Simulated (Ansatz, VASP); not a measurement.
# One calculation of AlNi3, two programs

```
Al Ni
1.0
     0.00000    2.80189    2.80189
     2.80189    0.00000    2.80189
     2.80189    2.80189    0.00000
Al Ni
1 3
Direct
  0.50000 0.50000 0.50000
  0.25000 0.25000 0.25000
  0.00000 0.00000 0.00000
  0.75000 0.75000 0.75000
```

Alike in both runs: task single point; functional r2SCAN; k mesh 10 × 10 × 10; occupations gaussian, width 0.1 eV; no spin polarisation.

|  | VASP | Ansatz |
| --- | --- | --- |
| version | VASP 6.6.1 | Ansatz 0.2.0 |
| potentials or method | VASP PAW PBE potentials, release 64 (Al, Ni), cutoff 520 eV | scalar-relativistic, plane waves, PAW |
| valence electrons in the cell | 33 | 57 |

|  | VASP | Ansatz | Ansatz less VASP |
| --- | --- | --- | --- |
| gap on the k mesh at the Fermi level (eV) | none | none | - |
| pressure (GPa) | 0.1 | 0.0 | -0.12 |

VASP's potentials were made for PBE, not for r2SCAN. A gap of «none» marks a metal or a gap that the smearing closes. VASP's potentials hold 33 valence electrons a cell and Ansatz's 57, so a difference there can come from the potentials and not from the codes.
